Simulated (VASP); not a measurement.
AlN, 2 atoms in the cell. It takes space group I-4m2 (No. 119, tetragonal). The conventional cell has a = 3.090 Å, b = 3.090 Å, c = 4.157 Å, α = 90.00°, β = 90.00°, γ = 90.00°. Al (site symmetry -4m2) has 4 N at 1.86 Å within 2.5 Å. N (site symmetry -4m2) has 4 Al at 1.86 Å within 2.5 Å.  This cell differs from its parent crystal: uniaxial z strain -4.9%.

```yaml
Program: VASP 6.6.1
Task: single point
Functional: HSE06
Potentials_or_basis: VASP PAW PBE potentials, release 64 (Al, N)
Cutoff: 520 eV
k_mesh: 8 × 8 × 8
Occupations: gaussian, width 0.01 eV
Spin: no spin polarisation
Dipole_correction: no
Grid_for_exact_exchange_PRECFOCK: Normal
Further_INCAR_settings: ALGO = Normal; EDIFF = 1e-06; NBANDS = 11
Share_of_exact_exchange: 0.25
Screening_parameter: 0.2079 1/Å
```

Potentials or basis: VASP PAW PBE potentials, release 64 (Al, N).

Run with:

```bash
$ cat potpaw_PBE.64/Al/POTCAR potpaw_PBE.64/N/POTCAR > POTCAR
$ cp INCAR.step1 INCAR
$ mpirun -np 1 vasp_std > vasp.out
$ cp INCAR.step2 INCAR
$ mpirun -np 1 vasp_std > vasp.out
```

Hardware: 1 thread of Oxide Virtual Turin-like Processor, with other jobs on the host.

How long does it take, and how much memory?

Wall time 50 min on 1 thread of Oxide Virtual Turin-like Processor (shared host), peak memory 0.23 GiB. Counts: k points 59.
